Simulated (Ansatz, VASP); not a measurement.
## Cu in VASP and in Ansatz

```
Cu
1.0
     0.00000    1.75882    1.75882
     1.75882    0.00000    1.75882
     1.75882    1.75882    0.00000
Cu
1
Direct
  0.00000 0.00000 0.00000
```

Alike in both runs: task single point; functional LDA; k mesh 12 × 12 × 12; occupations fermi-dirac, width 0.1 eV; no spin polarisation.

|  | VASP | Ansatz |
| --- | --- | --- |
| version | VASP 6.6.1 | Ansatz 0.2.0 |
| potentials or method | VASP PAW LDA potentials, release 64 (Cu), cutoff 520 eV | plane waves (420 eV) with PAW, scalar-relativistic |
| valence electrons in the cell | 11 | 19 |

|  | VASP | Ansatz | Ansatz less VASP |
| --- | --- | --- | --- |
| pressure (GPa) | 1.0 | 0.1 | -0.86 |

Ansatz warns that its potentials were made for another functional, while VASP's fit it. LDA's correlation is that of Perdew and Zunger in VASP and of Perdew and Wang (1992) in Ansatz. VASP's potentials hold 11 valence electrons a cell and Ansatz's 19, so a difference there can come from the potentials and not from the codes.
